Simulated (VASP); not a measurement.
# SnO2 (P-3m1) in VASP: a series of runs

The runs below take SnO2 through single point, with PBE+D3(BJ).

All numbers are computed with VASP 6.6.1; they aren't measurements. Logs are shortened: lines on timing, memory, paths and dates and some standing lists are left out, and cuts for length are marked.

**1. The cell of the first run**

The structure is trigonal, space group P-3m1 (No. 164). Conventional cell: a = 3.237 Å, b = 3.237 Å, c = 13.225 Å, α = 90.00°, β = 90.00°, γ = 120.00°. Within 2.8 Å of Sn (site symmetry -3m) lie 6 O at 2.12 Å. Sn (site symmetry 3m) has 6 O at 2.12 Å within 2.8 Å. Within 2.8 Å of O (site symmetry 3m) lie 3 Sn at 2.12 Å and 3 O at 2.72 Å. Within 2.8 Å of O (site symmetry 3m) lie 3 Sn at 2.12 Å and 3 O at 2.72 Å. O (site symmetry 3m) has 3 Sn at 2.12 Å and 3 O at 2.72 Å within 2.8 Å.

**2. Single point, PBE+D3(BJ)**

Contents of INCAR:

```
PREC = Accurate
ENCUT = 520
EDIFF = 1E-6
ISMEAR = 0
SIGMA = 0.05
LREAL = F
LASPH = T
NELM = 60
ALGO = Normal
ISIF = 2
LWAVE = F
LCHARG = F
GGA = PE
IVDW = 12
NBANDS = 49
```

Contents of KPOINTS:

```
regular mesh
0
Gamma
  9 9 2
```

Contents of POSCAR:

```
SnO2
1.0
   -3.2372529198      0.0000000000      0.0000000000
   -1.6186264599     -2.8035432670      0.0000000000
    0.0000000000     -0.0000000001     13.2254773976
Sn O
3 6
Direct
    0.6666666667      0.6666666667      0.4867517379
    1.0000000000      0.0000000000      0.1622397622
    0.3333333333      0.3333333333      0.8112637135
    0.6666666667      0.6666666667      0.2371371442
    1.0000000000      0.0000000000      0.8861610955
    0.3333333333      0.3333333333      0.5616491199
    0.6666666667      0.6666666667      0.7363663315
    1.0000000000      0.0000000000      0.4118543559
    0.3333333333      0.3333333333      0.0873423802
```

Potentials or basis: VASP PAW PBE potentials, release 64 (Sn_d, O).

The run is started by

```
> cat potpaw_PBE.64/Sn_d/POTCAR potpaw_PBE.64/O/POTCAR > POTCAR
> mpirun -np 1 vasp_std > vasp.out
```

OUTCAR:

```text
PREC = Accurate
   ENCUT = 520
   EDIFF = 1E-6
   ISMEAR = 0
   LREAL = F
   LASPH = T
   NELM = 60
   ISIF = 2
   GGA = PE
   IVDW = 12
 IVDW          = 12

 ion  position               nearest neighbor table
   1  0.667  0.667  0.487-   6 2.12   8 2.12   6 2.12   8 2.12   8 2.12   6 2.12
   2  0.000  0.000  0.162-   4 2.12   9 2.12   4 2.12   9 2.12   4 2.12   9 2.12
   3  0.333  0.333  0.811-   7 2.12   5 2.12   7 2.12   5 2.12   5 2.12   7 2.12
   4  0.667  0.667  0.237-   2 2.12   2 2.12   2 2.12
   5  0.000  0.000  0.886-   3 2.12   3 2.12   3 2.12
   6  0.333  0.333  0.562-   1 2.12   1 2.12   1 2.12
   7  0.667  0.667  0.736-   3 2.12   3 2.12   3 2.12
   8  0.000  0.000  0.412-   1 2.12   1 2.12   1 2.12
   9  0.333  0.333  0.087-   2 2.12   2 2.12   2 2.12

  LATTYP: Found a hexagonal cell.
 ALAT       =     3.2372529198
 C/A-ratio  =     4.0854013342

  Lattice vectors:

 A1 = (   1.6186264599,   2.8035432670,   0.0000000000)
 A2 = (  -3.2372529198,   0.0000000000,   0.0000000000)
 A3 = (   0.0000000000,  -0.0000000001,  13.2254773976)

Analysis of symmetry for initial positions (statically):
=====================================================================
 Subroutine PRICEL returns:
 Original cell was already a primitive cell.

 Routine SETGRP: Setting up the symmetry group for a
 hexagonal supercell.

 Subroutine GETGRP returns: Found 12 space group operations
 (whereof  6 operations were pure point group operations)
 out of a pool of 24 trial point group operations.

The static configuration has the point symmetry C_3v.
 The point group associated with its full space group is D_3d.

Analysis of symmetry for dynamics (positions and initial velocities):
=====================================================================
 Subroutine PRICEL returns:
 Original cell was already a primitive cell.

 Routine SETGRP: Setting up the symmetry group for a
 hexagonal supercell.

 Subroutine GETGRP returns: Found 12 space group operations
 (whereof  6 operations were pure point group operations)
 out of a pool of 24 trial point group operations.

The dynamic configuration has the point symmetry C_3v.
 The point group associated with its full space group is D_3d.

 Subroutine INISYM returns: Found 12 space group operations
 (whereof  6 operations are pure point group operations),
 and found     1 'primitive' translations
[... 111 lines left out ...]
   NSW    =      0    number of steps for IOM
   IBRION =     -1    ionic relax: 0-MD 1-quasi-New 2-CG
   NFREE  =      0    steps in history (QN), initial steepest desc. (CG)
   ISIF   =      2    stress and relaxation
   ISYM   =      2    0-nonsym 1-usesym 2-fastsym
   POTIM  = 0.5000    time-step for ionic-motion
   TEBEG  =    0.0;   TEEND  =   0.0 temperature during run
   PSTRESS=    0.0 pullay stress
   NELECT =      78.0000    total number of electrons
   NUPDOWN=      -1.0000    fix difference up-down
   EMIN   =  10.00;   EMAX   =-10.00  energy-range for DOS
   EFERMI =   0.00;   METHOD = LEGACY
   ISMEAR =     0;   SIGMA  =   0.05  broadening in eV -4-tet -1-fermi 0-gaus
   EFERMI_NEDOS =   21; number of points for ismear=-14 and -15
   IALGO  =     38    algorithm
   IMIX   =      4    mixing-type and parameters
     AMIX     =   0.40;   BMIX     =  1.00
     AMIX_MAG =   1.60;   BMIX_MAG =  1.00
  volume/ion in A,a.u.               =      13.34        90.00
  Fermi-wavevector in a.u.,A,eV,Ry     =   1.417995  2.679621 27.357357  2.010709
  Thomas-Fermi vector in A             =   2.539167
   LORBIT       =      0    0 simple, 1 ext, 2 COOP (PROOUT), +10 PAW based schemes
   GGA     = PE    functional components
   LHFCALC =     F    Hartree Fock is set to
   AEXX    =    0.0000 exact exchange contribution
   IVDW    =    12    specifies the selected vdW correction
   LEPSILON=     F    determine dielectric tensor
   LRPA    =     F    only Hartree local field effects (RPA)
 non-spin polarized calculation
 Gauss-broadening in eV      SIGMA  =   0.05
  energy-cutoff  :      520.00
  volume of cell :      120.03
 maximum number of plane-waves:      3270
   NGX = 13   NGY = 13   NGZ = 49

 number of electron      78.0000009 magnetization

 Free energy of the ion-electron system (eV)
  ---------------------------------------------------
  ext. energy  EPLUGINS =         0.00000000
  ---------------------------------------------------
  free energy    TOTEN  =       -54.52513808 eV

  energy without entropy =      -54.52513808  energy(sigma->0) =      -54.52513808

 E-fermi :   4.7567     XC(G=0): -10.5399

 val. band max:        4.4535925516   @ k =   0.1111   0.0000   0.0000
 cond. band min:       6.1258808210   @ k =   0.0000   0.0000   0.0000
 fundamental gap:      1.6722882693
 Fermi energy:         4.7566666993

 k-point     1 :       0.0000    0.0000    0.0000
  band No.  band energies     occupation
      1     -15.7344      2.00000
      2     -15.7288      2.00000
      3     -15.7277      2.00000
      4     -15.4874      2.00000
      5     -15.4874      2.00000
      6     -15.4812      2.00000
[... 1237 lines left out ...]
     48      14.6334      0.00000
     49      14.8100      0.00000

------------------------ aborting loop because EDIFF is reached ----------------------------------------

 Edisp (eV)   -1.75508

 E8    (eV) :    -0.6964

  FORCE on cell =-STRESS in cart. coord.  units (eV):
  Direction    XX          YY          ZZ          XY          YZ          ZX
  --------------------------------------------------------------------------------------
  -------------------------------------------------------------------------------------
  Total       0.38110     0.38110    -0.04561    -0.00000     0.00000     0.00000
  in kB       5.08690     5.08690    -0.60881    -0.00000     0.00000     0.00000
  external pressure =        3.19 kB  Pullay stress =        0.00 kB

 VOLUME and BASIS-vectors are now :
 -----------------------------------------------------------------------------
  energy-cutoff  :      520.00
  volume of cell :      120.03
      direct lattice vectors                 reciprocal lattice vectors
    -3.237252920  0.000000000  0.000000000    -0.308903884  0.178345741  0.000000000
    -1.618626460 -2.803543267  0.000000000     0.000000000 -0.356691481 -0.000000000
     0.000000000 -0.000000000 13.225477398     0.000000000  0.000000000  0.075611637

 POSITION                                       TOTAL-FORCE (eV/Angst)
 -----------------------------------------------------------------------------------
     -3.23725     -1.86903      6.43752        -0.000000     -0.000000     -0.000000
      0.00000     -0.00000      2.14570         0.000000     -0.000000      0.035688
     -1.61863     -0.93451     10.72935        -0.000000      0.000000     -0.035688
     -3.23725     -1.86903      3.13625        -0.000000     -0.000000      0.058315
      0.00000     -0.00000     11.71990        -0.000000     -0.000000      0.211042
     -1.61863     -0.93451      7.42808        -0.000000     -0.000000      0.055995
     -3.23725     -1.86903      9.73880         0.000000      0.000000     -0.058315
      0.00000     -0.00000      5.44697         0.000000      0.000000     -0.055995
     -1.61863     -0.93451      1.15514         0.000000      0.000000     -0.211042
 -----------------------------------------------------------------------------------
    total drift:                               -0.000000     -0.000000     -0.000039

  FREE ENERGIE OF THE ION-ELECTRON SYSTEM (eV)
  ---------------------------------------------------
  free  energy   TOTEN  =       -56.2802204001 eV

  energy  without entropy=      -56.2802204001  energy(sigma->0) =      -56.28022040
```

stdout:

```text
POSCAR found type information on POSCAR SnO
 POSCAR found :  2 types and       9 ions
 scaLAPACK will be used
 LDA part: xc-table for (Slater+PW92), standard interpolation
 POSCAR, INCAR and KPOINTS ok, starting setup
 FFT: planning ... GRIDC
 FFT: planning ... GRID_SOFT
 FFT: planning ... GRID
 WAVECAR not read
 entering main loop
```

Wall time 75 s (1 thread of Intel Xeon 6975P-C (Granite Rapids), shared host); peak memory 0.28 GiB.

Results:

- Free energy: -56.2802 eV
- Pressure: 0.3 GPa
- Largest force: 0.211 eV/Å
- Band gap on the k mesh: 1.67 eV (least direct gap 1.69 eV)
- Dispersion energy per atom: -0.195 eV

Forces on the atoms (eV/Å):
```
Sn   0.000  0.000  0.000
Sn   0.000  0.000  0.036
Sn   0.000  0.000 -0.036
O    0.000  0.000  0.058
O    0.000  0.000  0.211
O    0.000  0.000  0.056
O    0.000  0.000 -0.058
O    0.000  0.000 -0.056
O    0.000  0.000 -0.211
```

Caveat: spin-orbit coupling is left out, which moves the levels of the heavy elements; an odd mesh through Γ misses points on the zone boundary, where band edges can lie.

**3. Single point, PBE+D3(BJ)**

This run uses another cell than the first one, of 13.79 Å³/atom.

Contents of INCAR:

```
ALGO = Normal ; EDIFF = 1E-6
ENCUT = 520 ; GGA = PE
ISIF = 2 ; ISMEAR = 0
IVDW = 12 ; LASPH = T
LCHARG = T ; LELF = T
LREAL = F ; LVHAR = T
LWAVE = F ; NBANDS = 49
NELM = 80 ; PREC = Accurate
SIGMA = 0.05
```

Contents of KPOINTS:

```
k-points
0
Gamma
  9 9 2
```

Contents of POSCAR:

```
SnO2
1.0
   -3.2372529198      0.0000000000      0.0000000000
   -1.6186264599     -2.8035432670      0.0000000000
    0.0000000000     -0.0000000001     13.6754773976
Sn O
3 6
Direct
    0.6666666667      0.6666666667      0.4707348724
    1.0000000000      0.0000000000      0.1569011630
    0.3333333333      0.3333333333      0.7845685818
    0.6666666667      0.6666666667      0.2293340005
    1.0000000000      0.0000000000      0.8570014193
    0.3333333333      0.3333333333      0.5431677099
    0.6666666667      0.6666666667      0.7121357442
    1.0000000000      0.0000000000      0.3983020348
    0.3333333333      0.3333333333      0.0844683255
```

Potentials or basis: VASP PAW PBE potentials, release 64 (Sn_d, O).

The run is started by

```
> cat potpaw_PBE.64/Sn_d/POTCAR potpaw_PBE.64/O/POTCAR > POTCAR
> mpirun -np 1 vasp_std > vasp.out
```

Run time: 82 s. Hardware: 1 thread of Intel Xeon 6975P-C (Granite Rapids), shared host; peak memory 0.29 GiB.

Results (log left out):

| Item | Value |
| --- | --- |
| Free energy | -56.2234 eV |
| Pressure | 0.2 GPa |
| Largest force | 0.262 eV/Å |
| Band gap on the k mesh | 1.77 eV (least direct gap 1.84 eV) |
| Dispersion energy per atom | -0.189 eV |

Forces in eV/Å, atoms in the order of the input:
```
Sn   0.000  0.000  0.000
Sn   0.000  0.000  0.073
Sn   0.000  0.000 -0.073
O    0.000  0.000  0.062
O    0.000  0.000  0.262
O    0.000  0.000  0.055
O    0.000  0.000 -0.062
O    0.000  0.000 -0.055
O    0.000  0.000 -0.262
```

Stress tensor (GPa, compression positive):
```
 0.36  0.00  0.00
 0.00  0.36  0.00
 0.00  0.00 -0.01
```

Levels at points of the mesh, in eV from the valence-band top:
| k point | band 36 | band 37 | band 38 | band 39 | band 40 | band 41 | band 42 | band 43 |
| --- | --- | --- | --- | --- | --- | --- | --- | --- |
| (0.00, 0.00, 0.00) | -1.01 | -0.98 | -0.98 | -0.07 | 1.77 | 2.83 | 3.22 | 5.60 |
| (0.00, 0.00, 0.50) | -0.98 | -0.98 | -0.70 | -0.35 | 2.10 | 2.40 | 3.40 | 5.58 |

Caveat: spin-orbit coupling is left out, which moves the levels of the heavy elements; an odd mesh through Γ misses points on the zone boundary, where band edges can lie.

[end of part 1 of 2]
